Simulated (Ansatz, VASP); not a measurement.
## One calculation of RbBr, two programs

```
Rb Br
1.0
     0.00000    3.50797    3.50797
     3.50797    0.00000    3.50797
     3.50797    3.50797    0.00000
Rb Br
1 1
Direct
  0.00000 0.00000 0.00000
  0.50000 0.50000 0.50000
```

Alike in both runs: functional PBE; k mesh 6 × 6 × 6; occupations gaussian, width 0.02 eV; no spin polarisation.

Ansatz relaxed the structure, and its values are those at the end. VASP's run is a single point on that final structure, the one shown.

|  | VASP | Ansatz |
| --- | --- | --- |
| version | VASP 6.6.1 | Ansatz 0.2.0 |
| potentials or method | VASP PAW PBE potentials, release 64 (Rb_sv, Br), cutoff 520 eV | scalar-relativistic, plane waves, PAW |
| valence electrons in the cell | 16 | 16 |

|  | VASP | Ansatz | Ansatz less VASP |
| --- | --- | --- | --- |
| gap on the k mesh at the Fermi level (eV) | 4.19 | 4.19 | +0.001 |
| least direct gap on the mesh (eV) | 4.19 | 4.19 | +0.001 |
| pressure (GPa) | 0.0 | 0.0 | -0.02 |
